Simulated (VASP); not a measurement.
A run of VASP 6.6.1 is set up as follows.

The input INCAR:

```
SYSTEM = Ge
PREC = Accurate
ENCUT = 600
EDIFF = 1E-6
ISMEAR = -1
SIGMA = 0.05
LREAL = .False.
LASPH = .True.
NELM = 100
ALGO = Normal
ISIF = 3
LWAVE = .False.
LCHARG = .False.
IBRION = 2
NSW = 80
EDIFFG = -0.005
```

The input KPOINTS:

```
Automatic mesh
0
Gamma
  8 8 8
  0 0 0
```

File POSCAR:

```
Ge
1.0
    0.0000000000      2.8289100000      2.8289100000
    2.8289100000      0.0000000000      2.8289100000
    2.8289100000      2.8289100000      0.0000000000
Ge
2
Direct
    0.7500000000      0.7500000000      0.7500000000
    0.5000000000      0.5000000000      0.5000000000
```

Potentials or basis: VASP PAW LDA potentials, release 64 (Ge_d).

Run with:

```console
$ cat potpaw_LDA.64/Ge_d/POTCAR > POTCAR
$ mpirun -np 1 vasp_std > vasp.out
```

(1) What does it give for the relaxed cell?

(2) Estimate the space group after relaxing (to 0.05 Å).

(3) Predict the relaxed volume.

Results:

(1) a = 3.978 Å, b = 3.978 Å, c = 3.978 Å, α = 60.00°, β = 60.00°, γ = 60.00°.

(2) Fd-3m (No. 227).

(3) 22.25 Å³/atom.

The cell as given is a measured one (22.64 Å³/atom); LDA puts the equilibrium volume -1.7 % from it, thermal expansion not counted.
